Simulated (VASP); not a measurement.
# NaH in VASP: settings compared, part 2 of 2

VASP 6.6.1.

### Step 5. Single point, PBE (strain along [111] +2.0%)

INCAR

```
PREC = Accurate ; ENCUT = 520
EDIFF = 1E-6 ; ISMEAR = -1
SIGMA = 0.02 ; LREAL = False
LASPH = True ; NELM = 60
ALGO = Normal ; ISIF = 2
LWAVE = False ; LCHARG = False
GGA = PE ; NBANDS = 11
```

KPOINTS

```
Automatic mesh
0
Gamma
  10 10 10
```

POSCAR

```
NaH
1.0
    0.0319668304      2.4294791132      2.4294791132
    2.4294791132      0.0319668304      2.4294791132
    2.4294791132      2.4294791132      0.0319668304
Na H
1 1
Direct
    0.0000000000      0.0000000000      0.0000000000
    0.5000000000      0.5000000000      0.5000000000
```

Potentials or basis: VASP PAW PBE potentials, release 64 (Na_pv, H).

On the command line:

```sh
> cat potpaw_PBE.64/Na_pv/POTCAR potpaw_PBE.64/H/POTCAR > POTCAR
> mpirun -np 1 vasp_std > vasp.out
```

OUTCAR:

```text
PREC = Accurate
   ENCUT = 520
   EDIFF = 1E-6
   ISMEAR = -1
   LREAL = False
   LASPH = True
   NELM = 60
   ISIF = 2
   GGA = PE

 ion  position               nearest neighbor table
   1  0.000  0.000  0.000-
   2  0.500  0.500  0.500-

  LATTYP: Found a trigonal (rhomboedric) cell.
 ALAT       =     3.4359510185
 COS(alpha) =     0.5131134770

  Lattice vectors:

 A1 = (   0.0319668304,   2.4294791132,   2.4294791132)
 A2 = (   2.4294791132,   0.0319668304,   2.4294791132)
 A3 = (   2.4294791132,   2.4294791132,   0.0319668304)

Analysis of symmetry for initial positions (statically):
=====================================================================
 Subroutine PRICEL returns:
 Original cell was already a primitive cell.

 Routine SETGRP: Setting up the symmetry group for a
 trigonal (rhombohedral) supercell.

 Subroutine GETGRP returns: Found 12 space group operations
 (whereof 12 operations were pure point group operations)
 out of a pool of 12 trial point group operations.

The static configuration has the point symmetry D_3d.

Analysis of symmetry for dynamics (positions and initial velocities):
=====================================================================
 Subroutine PRICEL returns:
 Original cell was already a primitive cell.

 Routine SETGRP: Setting up the symmetry group for a
 trigonal (rhombohedral) supercell.

 Subroutine GETGRP returns: Found 12 space group operations
 (whereof 12 operations were pure point group operations)
 out of a pool of 12 trial point group operations.

The dynamic configuration has the point symmetry D_3d.

 Subroutine INISYM returns: Found 12 space group operations
 (whereof 12 operations are pure point group operations),
 and found     1 'primitive' translations

----------------------------------------------------------------------------------------

                                     Primitive cell

  volume of cell :      28.1134

  direct lattice vectors                    reciprocal lattice vectors
     0.031966830  2.429479113  2.429479113    -0.209912574  0.207186436  0.207186436
     2.429479113  0.031966830  2.429479113     0.207186436 -0.209912574  0.207186436
     2.429479113  2.429479113  0.031966830     0.207186436  0.207186436 -0.209912574

  length of vectors
     3.435951018  3.435951018  3.435951018     0.360438244  0.360438244  0.360438244

  position of ions in fractional coordinates (direct lattice)
     0.000000000  0.000000000  0.000000000
     0.500000000  0.500000000  0.500000000

  ion indices of the primitive-cell ions
   primitive index   ion index
                 1           1
                 2           2

----------------------------------------------------------------------------------------

 KPOINTS: Automatic mesh

Automatic generation of k-mesh.
 Grid dimensions read from file:
 generate k-points for:   10   10   10

 Generating k-lattice:

  Cartesian coordinates                     Fractional coordinates (reciprocal lattice)
    -0.020991257  0.020718644  0.020718644     0.100000000 -0.000000000 -0.000000000
     0.020718644 -0.020991257  0.020718644    -0.000000000  0.100000000 -0.000000000
     0.020718644  0.020718644 -0.020991257    -0.000000000 -0.000000000  0.100000000

  Length of vectors
     0.036043824  0.036043824  0.036043824

  Shift w.r.t. Gamma in fractional coordinates (k-lattice)
     0.000000000  0.000000000  0.000000000

 Subroutine IBZKPT returns following result:
 ===========================================

 Found    116 irreducible k-points:

 Following reciprocal coordinates:
            Coordinates               Weight
  0.000000  0.000000  0.000000      1.000000
  0.100000  0.000000  0.000000      6.000000
  0.200000  0.000000  0.000000      6.000000
  0.300000 -0.000000 -0.000000      6.000000
  0.400000  0.000000  0.000000      6.000000
  0.500000  0.000000 -0.000000      3.000000
[... 16 lines left out ...]
  0.300000  0.300000 -0.000000      6.000000
  0.400000  0.300000 -0.000000     12.000000
 [... further k-points ...]
   k-points           NKPTS =    116   k-points in BZ     NKDIM =    116   number of bands    NBANDS=     11
   number of dos      NEDOS =    301   number of ions     NIONS =      2
   total plane-waves  NPLWV =  21952
   dimension x,y,z NGX =    28 NGY =   28 NGZ =   28
   dimension x,y,z NGXF=    56 NGYF=   56 NGZF=   56
   ions per type =               1   1
   NGX,Y,Z   is equivalent  to a cutoff of  13.55, 13.55, 13.55 a.u.
   NGXF,Y,Z  is equivalent  to a cutoff of  27.10, 27.10, 27.10 a.u.
 SYSTEM =  unknown system
   PREC   = accura    normal or accurate (medium, high low for compatibility)
   ISTART =      0    job   : 0-new  1-cont  2-samecut
   ICHARG =      2    charge: 1-file 2-atom 10-const
   ISPIN  =      1    spin polarized calculation?
   LNONCOLLINEAR =      F non collinear calculations
   LSORBIT =      F    spin-orbit coupling
   LASPH  =      T    aspherical Exc in radial PAW
   ENCUT  =  520.0 eV  38.22 Ry    6.18 a.u.   6.39  6.39  6.39*2*pi/ulx,y,z
   NELM   =     60;   NELMIN=  2; NELMDL= -5     # of ELM steps
   EDIFF  = 0.1E-05   stopping-criterion for ELM
   LREAL  =      F    real-space projection
   EDIFFG = 0.1E-04   stopping-criterion for IOM
   NSW    =      0    number of steps for IOM
   IBRION =     -1    ionic relax: 0-MD 1-quasi-New 2-CG
   NFREE  =      0    steps in history (QN), initial steepest desc. (CG)
   ISIF   =      2    stress and relaxation
   ISYM   =      2    0-nonsym 1-usesym 2-fastsym
   POTIM  = 0.5000    time-step for ionic-motion
   TEBEG  =    0.0;   TEEND  =   0.0 temperature during run
   PSTRESS=    0.0 pullay stress
   NELECT =       8.0000    total number of electrons
   NUPDOWN=      -1.0000    fix difference up-down
   EMIN   =  10.00;   EMAX   =-10.00  energy-range for DOS
   EFERMI =   0.00;   METHOD = LEGACY
   ISMEAR =    -1;   SIGMA  =   0.02  broadening in eV -4-tet -1-fermi 0-gaus
   EFERMI_NEDOS =   21; number of points for ismear=-14 and -15
   IALGO  =     38    algorithm
   IMIX   =      4    mixing-type and parameters
     AMIX     =   0.40;   BMIX     =  1.00
     AMIX_MAG =   1.60;   BMIX_MAG =  1.00
  volume/ion in A,a.u.               =      14.06        94.86
  Fermi-wavevector in a.u.,A,eV,Ry     =   1.076797  2.034852 15.775850  1.159492
  Thomas-Fermi vector in A             =   2.212691
   LORBIT       =      0    0 simple, 1 ext, 2 COOP (PROOUT), +10 PAW based schemes
   GGA     = PE    functional components
   LHFCALC =     F    Hartree Fock is set to
   AEXX    =    0.0000 exact exchange contribution
   IVDW    =     0    specifies the selected vdW correction
   LEPSILON=     F    determine dielectric tensor
   LRPA    =     F    only Hartree local field effects (RPA)
 non-spin polarized calculation
  energy-cutoff  :      520.00
  volume of cell :       28.11
 maximum number of plane-waves:       773
 NGX is ok and might be reduce to    28
   NGX = 13   NGY = 13   NGZ = 13

 number of electron       7.9999998 magnetization

 Free energy of the ion-electron system (eV)
  ---------------------------------------------------
  ext. energy  EPLUGINS =         0.00000000
  ---------------------------------------------------
  free energy    TOTEN  =        -5.08652359 eV

  energy without entropy =       -5.08652359  energy(sigma->0) =       -5.08652359

 E-fermi :  -0.6285     XC(G=0):  -7.7820

 val. band max:       -1.1190737931   @ k =  -0.3000   0.5000   0.2000
 cond. band min:       2.5447203479   @ k =   0.5000   0.5000   0.5000
 fundamental gap:      3.6637941410
 Fermi energy:        -0.6284634063

 k-point     1 :       0.0000    0.0000    0.0000
  band No.  band energies     occupation
      1     -23.2007      2.00000
      2     -23.2007      2.00000
      3     -23.1974      2.00000
      4      -4.7296      2.00000
      5       9.3406      0.00000
      6      14.2316      0.00000
      7      14.6824      0.00000
      8      14.6824      0.00000
      9      15.0316      0.00000
     10      15.5508      0.00000
     11      15.5508      0.00000
[... 309 lines left out ...]
 k-point    24 :       0.4000    0.3000   -0.0000
  band No.  band energies     occupation
      1     -23.2696      2.00000
      2     -23.2281      2.00000
      3     -23.2230      2.00000
      4      -2.2451      2.00000
      5       4.7809      0.00000
      6       8.2268      0.00000
      7       9.9834      0.00000
      8      10.9077      0.00000
      9      12.9487      0.00000
     10      19.9039      0.00000
     11      21.3953      0.00000

 [... further k-points ...]

------------------------ aborting loop because EDIFF is reached ----------------------------------------

  FORCE on cell =-STRESS in cart. coord.  units (eV):
  Direction    XX          YY          ZZ          XY          YZ          ZX
  --------------------------------------------------------------------------------------
  -------------------------------------------------------------------------------------
  Total        0.0079385      0.0079385      0.0079385     -0.0540320     -0.0540320     -0.0540320
  in kB        0.4524164      0.4524164      0.4524164     -3.0792782     -3.0792782     -3.0792782
  external PRESSURE =       0.4524164 kB  Pullay stress =       0.0000000 kB

 VOLUME and BASIS-vectors are now :
 -----------------------------------------------------------------------------
  energy-cutoff  :      520.00
  volume of cell :       28.11
      direct lattice vectors                 reciprocal lattice vectors
     0.031966830  2.429479113  2.429479113    -0.209912574  0.207186436  0.207186436
     2.429479113  0.031966830  2.429479113     0.207186436 -0.209912574  0.207186436
     2.429479113  2.429479113  0.031966830     0.207186436  0.207186436 -0.209912574

 POSITION                                       TOTAL-FORCE (eV/Angst)
 -----------------------------------------------------------------------------------
      0.00000      0.00000      0.00000         0.000000     -0.000000     -0.000000
      2.44546      2.44546      2.44546         0.000000      0.000000      0.000000
 -----------------------------------------------------------------------------------
    total drift:                               -0.000000     -0.000000     -0.000000

  FREE ENERGIE OF THE ION-ELECTRON SYSTEM (eV)
  ---------------------------------------------------
  free  energy   TOTEN  =        -5.0865235862 eV

  energy  without entropy=       -5.0865235862  energy(sigma->0) =       -5.08652359
```

stdout:

```text
POSCAR found type information on POSCAR NaH
 POSCAR found :  2 types and       2 ions
 scaLAPACK will be used
 LDA part: xc-table for (Slater+PW92), standard interpolation
 POSCAR, INCAR and KPOINTS ok, starting setup
 FFT: planning ... GRIDC
 FFT: planning ... GRID_SOFT
 FFT: planning ... GRID
 WAVECAR not read
 entering main loop
```

Wall time 20 s (1 thread of Intel Xeon Platinum 8488C (Sapphire Rapids), shared host); peak memory 0.17 GiB.

What came out:

```yaml
Free_energy: -5.0865 eV
Pressure: 0.0 GPa
Band_gap_on_the_k_mesh: 3.66 eV (least direct gap 4.59 eV)
```

Caveat: the cell differs from its parent crystal (strain along [111] +2.0%). A k mesh can miss the band edges.

### Step 6. Single point, r2SCAN (uniaxial x strain -2.0%)

POSCAR

```
NaH
1.0
    0.0000000000      2.3975122828      2.3975122828
    2.3495620371      0.0000000000      2.3975122828
    2.3495620371      2.3975122828      0.0000000000
Na H
1 1
Direct
    0.0000000000      0.0000000000      0.0000000000
    0.5000000000      0.5000000000      0.5000000000
```

INCAR.step1

```
SYSTEM = NaH
PREC = Accurate ; ENCUT = 520
ISMEAR = 0 ; SIGMA = 0.01
LREAL = .FALSE. ; LASPH = .TRUE.
NELM = 100 ; NBANDS = 11
GGA = PE ; ALGO = Normal
EDIFF = 1E-4 ; LWAVE = .TRUE.
LCHARG = .FALSE.
```

INCAR.step2

```
SYSTEM = NaH
PREC = Accurate ; ENCUT = 520
EDIFF = 1E-7 ; ISMEAR = 0
SIGMA = 0.01 ; LREAL = .FALSE.
LASPH = .TRUE. ; NELM = 100
ALGO = Normal ; ISIF = 2
LWAVE = .FALSE. ; LCHARG = .FALSE.
METAGGA = R2SCAN ; LMIXTAU = .TRUE.
NBANDS = 11 ; ISTART = 1
```

KPOINTS

```
regular mesh
0
G
  10 10 10
  0 0 0
```

Potentials or basis: VASP PAW PBE potentials, release 64 (Na_pv, H).

On the command line:

```sh
> cat potpaw_PBE.64/Na_pv/POTCAR potpaw_PBE.64/H/POTCAR > POTCAR
> cp INCAR.step1 INCAR
> mpirun -np 1 vasp_std > vasp.out
> cp INCAR.step2 INCAR
> mpirun -np 1 vasp_std > vasp.out
```

Run time: 93 s. Hardware: 1 thread of Intel Xeon Platinum 8488C (Sapphire Rapids), shared host; peak memory 0.16 GiB.

Results (log left out):

- Free energy: -7.6014 eV
- Pressure: 0.3 GPa
- Band gap on the k mesh: 4.44 eV (least direct gap 5.30 eV)

Stress tensor (GPa, compression positive):
```
 0.92  0.00  0.00
 0.00 -0.08  0.00
 0.00  0.00 -0.08
```

Levels at points of the mesh, in eV from the valence-band top:
| k point | band 1 | band 2 | band 3 | band 4 | band 5 | band 6 | band 7 | band 8 |
| --- | --- | --- | --- | --- | --- | --- | --- | --- |
| (0.00, 0.00, 0.00) | -22.83 | -22.83 | -22.82 | -3.68 | 11.83 | 16.64 | 16.64 | 16.75 |
| (0.50, 0.00, 0.00) | -22.93 | -22.84 | -22.83 | -0.86 | 4.44 | 11.99 | 14.03 | 14.34 |
| (0.50, 0.50, 0.00) | -22.92 | -22.86 | -22.85 | -0.22 | 5.19 | 10.94 | 11.75 | 11.76 |
| (0.00, 0.50, 0.50) | -22.91 | -22.86 | -22.86 | -0.12 | 5.46 | 10.73 | 11.49 | 11.49 |

Caveat: the cell differs from its parent crystal (uniaxial x strain -2.0%); the PAW data sets were made with another functional, which shifts forces and pressure a little. A k mesh can miss the band edges.

### Step 7. Overview

| level | cell | smearing | gap on the mesh (eV) | pressure (GPa) |
| --- | --- | --- | --- | --- |
| PBE | a = 3.391 Å, angles 60.0°, 2 atoms | fermi-dirac 0.02 eV | 3.82 | 0.5 |
| r2SCAN | a = 3.306 Å, angles 60.0°, 2 atoms | gaussian 0.01 eV | 4.57 | 1.9 |
| PBE | a = 3.386 Å, angles 59.4°, 2 atoms | fermi-dirac 0.02 eV | 3.77 | 1.0 |
| PBE | a = 3.436 Å, angles 59.1°, 2 atoms | fermi-dirac 0.02 eV | 3.66 | 0.0 |
| r2SCAN | a = 3.391, b = 3.357, c = 3.357 Å, angles 60.7, 59.7, 59.7°, 2 atoms | gaussian 0.01 eV | 4.44 | 0.3 |

Alike in all rows: task single point; potentials or basis VASP PAW PBE potentials, release 64 (Na_pv, H); no spin polarisation; k mesh 10 × 10 × 10; cutoff (eV) 520.

Caveats: the PAW data sets were made with another functional, which shifts forces and pressure a little (at least some runs).

Total energies depend on the potentials used, so only differences within one code and one set of settings carry meaning.
